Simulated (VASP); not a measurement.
# WSe2 in VASP: single point with PBE+D3(BJ)

Aim: the single point of WSe2 with PBE+D3(BJ).

Program: VASP 6.6.1. These are calculated values, not measurements. Logs are shortened: lines on timing, memory, paths and dates and some standing lists are left out, and cuts for length are marked.

## (1) The cell of the first run

The cell holds a slab with vacuum, 3 atoms: a = 3.285 Å, b = 3.285 Å, c = 32.738 Å, α = 90.00°, β = 90.00°, γ = 120.00°.

## (2) Single point, PBE+D3(BJ), non-collinear spin, zero start, spin-orbit coupling

INCAR reads:

```
SYSTEM = WSe2
PREC = Accurate
ENCUT = 400
EDIFF = 1E-6
ISMEAR = 0
SIGMA = 0.02
LREAL = .FALSE.
LASPH = .TRUE.
NELM = 200
ALGO = Normal
ISIF = 2
LWAVE = .FALSE.
LCHARG = .FALSE.
MAGMOM = 0 0 0 0 0 0 0 0 0
LORBIT = 11
LSORBIT = .TRUE.
GGA_COMPAT = .FALSE.
LORBMOM = .TRUE.
LMAXMIX = 4
LDIPOL = .TRUE.
IDIPOL = 3
DIPOL = 0.5 0.5 0.500
GGA = PE
IVDW = 12
NBANDS = 39
NELMDL = -8
```

KPOINTS reads:

```
regular mesh
0
G
  9 9 1
  0 0 0
```

POSCAR reads:

```
WSe2
1.0
    3.2854988181      0.0000000000      0.0000000000
   -1.6427494091      2.8453254406      0.0000000000
    0.0000000000      0.0000000000     32.7375750684
Se W
2 1
Direct
    0.3333333333      0.6666666667      0.4485387266
    0.3333333333      0.6666666667      0.5514612734
    0.6666666667      0.3333333333      0.5000000000
```

Potentials or basis: VASP PAW PBE potentials, release 64 (Se, W_sv).

On the command line:

```
$ cat potpaw_PBE.64/Se/POTCAR potpaw_PBE.64/W_sv/POTCAR > POTCAR
$ mpirun -np 1 vasp_ncl > vasp.out
```

OUTCAR:

```text
SYSTEM = WSe2
   PREC = Accurate
   ENCUT = 400
   EDIFF = 1E-6
   ISMEAR = 0
   LREAL = .FALSE.
   LASPH = .TRUE.
   NELM = 200
   ISIF = 2
   LORBIT = 11
   LSORBIT = .TRUE.
   GGA = PE
   IVDW = 12
   NELMDL = -8
 IVDW          = 12

 ion  position               nearest neighbor table
   1  0.333  0.667  0.449-   3 2.54   3 2.54   3 2.54
   2  0.333  0.667  0.551-   3 2.54   3 2.54   3 2.54
   3  0.667  0.333  0.500-   1 2.54   2 2.54   1 2.54   2 2.54   1 2.54   2 2.54

  LATTYP: Found a hexagonal cell.
 ALAT       =     3.2854988181
 C/A-ratio  =     9.9642632309

  Lattice vectors:

 A1 = (   3.2854988181,   0.0000000000,   0.0000000000)
 A2 = (  -1.6427494091,   2.8453254406,   0.0000000000)
 A3 = (   0.0000000000,   0.0000000000,  32.7375750684)

Analysis of symmetry for initial positions (statically):
=====================================================================
 Subroutine PRICEL returns:
 Original cell was already a primitive cell.

 Routine SETGRP: Setting up the symmetry group for a
 hexagonal supercell.

 Subroutine GETGRP returns: Found 12 space group operations
 (whereof 12 operations were pure point group operations)
 out of a pool of 24 trial point group operations.

The static configuration has the point symmetry D_3h.

Analysis of symmetry for dynamics (positions and initial velocities):
=====================================================================
 Subroutine PRICEL returns:
 Original cell was already a primitive cell.

 Routine SETGRP: Setting up the symmetry group for a
 hexagonal supercell.

 Subroutine GETGRP returns: Found 12 space group operations
 (whereof 12 operations were pure point group operations)
 out of a pool of 24 trial point group operations.

The dynamic configuration has the point symmetry D_3h.

Analysis of structural, dynamic, and magnetic symmetry:
=====================================================================
 Subroutine PRICEL returns:
 Original cell was already a primitive cell.

 Routine SETGRP: Setting up the symmetry group for a
 hexagonal supercell.

 Subroutine GETGRP returns: Found 12 space group operations
 (whereof 12 operations were pure point group operations)
 out of a pool of 24 trial point group operations.

The overall configuration has the point symmetry D_3h.

 Subroutine INISYM returns: Found 12 space group operations
 (whereof 12 operations are pure point group operations),
 and found     1 'primitive' translations

----------------------------------------------------------------------------------------

                                     Primitive cell

  volume of cell :     306.0411

  direct lattice vectors                    reciprocal lattice vectors
     3.285498818  0.000000000  0.000000000     0.304367786  0.175726823  0.000000000
    -1.642749409  2.845325441  0.000000000     0.000000000  0.351453646  0.000000000
     0.000000000  0.000000000 32.737575068     0.000000000  0.000000000  0.030545940

  length of vectors
     3.285498818  3.285498818 32.737575068     0.351453646  0.351453646  0.030545940

  position of ions in fractional coordinates (direct lattice)
     0.333333333  0.666666667  0.448538727
     0.333333333  0.666666667  0.551461273
     0.666666667  0.333333333  0.500000000

  ion indices of the primitive-cell ions
   primitive index   ion index
                 1           1
                 2           2
                 3           3

----------------------------------------------------------------------------------------

 KPOINTS: regular mesh

Automatic generation of k-mesh.
 Grid dimensions read from file:
 generate k-points for:    9    9    1

 Generating k-lattice:

  Cartesian coordinates                     Fractional coordinates (reciprocal lattice)
     0.033818643  0.019525203  0.000000000     0.111111111  0.000000000  0.000000000
     0.000000000  0.039050405  0.000000000     0.000000000  0.111111111  0.000000000
     0.000000000  0.000000000  0.030545940     0.000000000  0.000000000  1.000000000

  Length of vectors
     0.039050405  0.039050405  0.030545940

  Shift w.r.t. Gamma in fractional coordinates (k-lattice)
     0.000000000  0.000000000  0.000000000

 Subroutine IBZKPT returns following result:
 ===========================================

 Found     19 irreducible k-points:

 Following reciprocal coordinates:
            Coordinates               Weight
  0.000000  0.000000  0.000000      1.000000
  0.111111 -0.000000  0.000000      3.000000
 -0.111111  0.000000  0.000000      3.000000
  0.222222  0.000000  0.000000      3.000000
 -0.222222  0.000000  0.000000      3.000000
[... 48 lines left out ...]
   EFERMI_NEDOS =   21; number of points for ismear=-14 and -15
   IALGO  =     38    algorithm
   IMIX   =      4    mixing-type and parameters
     AMIX     =   0.40;   BMIX     =  1.00
     AMIX_MAG =   1.60;   BMIX_MAG =  1.00
  volume/ion in A,a.u.               =     102.01       688.42
  Fermi-wavevector in a.u.,A,eV,Ry     =   0.719680  1.359998  7.046990  0.517939
  Thomas-Fermi vector in A             =   1.808938
   LORBIT       =     11    0 simple, 1 ext, 2 COOP (PROOUT), +10 PAW based schemes
   GGA     = PE    functional components
   LHFCALC =     F    Hartree Fock is set to
   AEXX    =    0.0000 exact exchange contribution
   IVDW    =    12    specifies the selected vdW correction
   LEPSILON=     F    determine dielectric tensor
   LRPA    =     F    only Hartree local field effects (RPA)
 Gauss-broadening in eV      SIGMA  =   0.02
  energy-cutoff  :      400.00
  volume of cell :      306.04
 maximum number of plane-waves:     11302
 NGX is ok and might be reduce to    24
   NGX = 11   NGY = 11   NGZ =107

 number of electron      25.9999995 magnetization      -0.0000000     -0.0000000     -0.0000000

 number of electron      25.9999995 magnetization      -0.0000000     -0.0000000      0.0000000

 number of electron      25.9999995 magnetization      -0.0000000      0.0000000      0.0000000

 dipolmoment           0.000000      0.000000     -0.000000 electrons x Angstroem

 number of electron      25.9999995 magnetization       0.0000000      0.0000000      0.0000000

 dipolmoment           0.000000      0.000000      0.000000 electrons x Angstroem

 Free energy of the ion-electron system (eV)
  ---------------------------------------------------
  ext. energy  EPLUGINS =         0.00000000
  ---------------------------------------------------
  free energy    TOTEN  =       -22.42687784 eV

  energy without entropy =      -22.42687784  energy(sigma->0) =      -22.42687784

 E-fermi :  -2.4738     XC(G=0):  -2.4826

 val. band max:       -2.6355474228   @ k =   0.3333   0.3333   0.0000
 cond. band min:      -1.2669864492   @ k =   0.3333   0.3333   0.0000
 fundamental gap:      1.3685609736
 Fermi energy:        -2.4738160870

 k-point     1 :       0.0000    0.0000    0.0000
  band No.  band energies     occupation
      1     -76.9144      1.00000
      2     -76.9144      1.00000
      3     -46.9950      1.00000
      4     -46.9950      1.00000
      5     -38.3427      1.00000
      6     -38.3427      1.00000
[... 768 lines left out ...]
     37       3.4860      0.00000
     38       3.7734      0.00000
 [bands above 38 left out]

------------------------ aborting loop because EDIFF is reached ----------------------------------------

 vacuum level on the upper side and lower side of the slab       (xc-potential included)        -0.093        -0.093

 Edisp (eV)   -1.01163

 E8    (eV) :    -0.4806

  FORCE on cell =-STRESS in cart. coord.  units (eV):
  Direction    XX          YY          ZZ          XY          YZ          ZX
  --------------------------------------------------------------------------------------
  -------------------------------------------------------------------------------------
  Total       0.17895     0.17895     0.23726    -0.00000    -0.00000     0.00000
  in kB       0.93684     0.93684     1.24209    -0.00000    -0.00000     0.00000
  external pressure =        1.04 kB  Pullay stress =        0.00 kB

 VOLUME and BASIS-vectors are now :
 -----------------------------------------------------------------------------
  energy-cutoff  :      400.00
  volume of cell :      306.04
      direct lattice vectors                 reciprocal lattice vectors
     3.285498818  0.000000000  0.000000000     0.304367786  0.175726823  0.000000000
    -1.642749409  2.845325441  0.000000000     0.000000000  0.351453646  0.000000000
     0.000000000  0.000000000 32.737575068     0.000000000  0.000000000  0.030545940

 POSITION                                       TOTAL-FORCE (eV/Angst)
 -----------------------------------------------------------------------------------
     -0.00000      1.89688     14.68407         0.000000     -0.000000     -0.078687
     -0.00000      1.89688     18.05350         0.000000     -0.000000      0.078687
      1.64275      0.94844     16.36879        -0.000000      0.000000      0.000000
 -----------------------------------------------------------------------------------
    total drift:                               -0.000000      0.000000      0.000000

  FREE ENERGIE OF THE ION-ELECTRON SYSTEM (eV)
  ---------------------------------------------------
  free  energy   TOTEN  =       -23.4385109079 eV

  energy  without entropy=      -23.4385109079  energy(sigma->0) =      -23.43851091

 vacuum level on the upper side and lower side of the slab         2.143         2.143

 orbital moment (x)

 # of ion     p       d       tot
 ----------------------------------------
  1        -0.000   0.000   0.000
  2         0.000  -0.000  -0.000
  3        -0.000   0.000   0.000
 ----------------------------------------
           -0.000  -0.000  -0.000

 orbital moment (y)

 # of ion     p       d       tot
 ----------------------------------------
  1        -0.000   0.000   0.000
  2        -0.000  -0.000  -0.000
  3         0.000   0.000   0.000
 ----------------------------------------
           -0.000   0.000  -0.000

 orbital moment (z)

 # of ion     p       d       tot
 ----------------------------------------
  1         0.000   0.000   0.000
  2         0.000   0.000   0.000
  3         0.000   0.000   0.000
 ----------------------------------------
            0.000   0.000   0.000

 Spin-Orbit-Coupling matrix elements

 Ion:    1  E_soc:     -0.0427488
 l=   1
     0.0000000    -0.0069069    -0.0076104
    -0.0069069     0.0000000    -0.0069069
    -0.0076104    -0.0069069     0.0000000
 l=   2
     0.0000000     0.0000061     0.0000000     0.0000061     0.0000030
     0.0000061     0.0000000     0.0000045     0.0000133     0.0000061
     0.0000000     0.0000045     0.0000000     0.0000045     0.0000000
     0.0000061     0.0000133     0.0000045     0.0000000     0.0000061
     0.0000030     0.0000061     0.0000000     0.0000061     0.0000000
 l=   3
     0.0000000     0.0000000     0.0000000     0.0000000     0.0000000     0.0000000     0.0000000
     0.0000000     0.0000000     0.0000000     0.0000000     0.0000000     0.0000000     0.0000000
     0.0000000     0.0000000     0.0000000     0.0000000     0.0000000     0.0000000     0.0000000
     0.0000000     0.0000000     0.0000000     0.0000000     0.0000000     0.0000000     0.0000000
[... 29 lines left out ...]
 l=   2
     0.0000000    -0.0056748     0.0000000    -0.0056748    -0.0262979
    -0.0056748     0.0000000    -0.0179522    -0.0050288    -0.0056748
     0.0000000    -0.0179522     0.0000000    -0.0179522     0.0000000
    -0.0056748    -0.0050288    -0.0179522     0.0000000    -0.0056748
    -0.0262979    -0.0056748     0.0000000    -0.0056748     0.0000000
 l=   3
     0.0000000     0.0000000     0.0000000     0.0000000     0.0000000     0.0000000     0.0000000
     0.0000000     0.0000000     0.0000000     0.0000000     0.0000000     0.0000000     0.0000000
     0.0000000     0.0000000     0.0000000     0.0000000     0.0000000     0.0000000     0.0000000
     0.0000000     0.0000000     0.0000000     0.0000000     0.0000000     0.0000000     0.0000000
     0.0000000     0.0000000     0.0000000     0.0000000     0.0000000     0.0000000     0.0000000
     0.0000000     0.0000000     0.0000000     0.0000000     0.0000000     0.0000000     0.0000000
     0.0000000     0.0000000     0.0000000     0.0000000     0.0000000     0.0000000     0.0000000

 total charge

# of ion       s       p       d       tot
------------------------------------------
    1        1.475   2.354   0.068   3.897
    2        1.475   2.354   0.068   3.897
    3        2.309   6.283   3.382  11.973
--------------------------------------------------
tot          5.258  10.990   3.518  19.767

 magnetization (x)

# of ion       s       p       d       tot
------------------------------------------
    1       -0.000   0.000   0.000   0.000
    2        0.000   0.000  -0.000  -0.000
    3        0.000   0.000   0.000   0.000
--------------------------------------------------
tot         -0.000   0.000   0.000   0.000

 magnetization (y)

# of ion       s       p       d       tot
------------------------------------------
    1        0.000   0.000   0.000   0.000
    2       -0.000   0.000  -0.000  -0.000
    3        0.000   0.000  -0.000  -0.000
--------------------------------------------------
tot         -0.000   0.000  -0.000  -0.000

 magnetization (z)

# of ion       s       p       d       tot
------------------------------------------
    1        0.000  -0.000   0.000  -0.000
    2        0.000   0.000   0.000   0.000
    3       -0.000  -0.000  -0.000  -0.000
--------------------------------------------------
tot         -0.000   0.000  -0.000  -0.000
```

It took 6.3 min on 1 thread of AMD EPYC 9R45 (Zen 5), shared host; peak memory 0.97 GiB.

Results:

```yaml
Free_energy: -23.4385 eV
Largest_force: 0.079 eV/Å
Net_moment: 0.00 μB per cell
Valence_electrons_inside_the_program's_atomic_spheres: Se 3.90; W 11.97
Dispersion_energy_per_atom: -0.337 eV
```

Forces on the atoms (eV/Å):
```
Se   0.000  0.000 -0.079
Se   0.000  0.000  0.079
W    0.000  0.000  0.000
```

Moments on the atoms (μB; x, y, z):
```
Se  0.00 0.00 0.00
Se  0.00 0.00 0.00
W   0.00 0.00 0.00
```
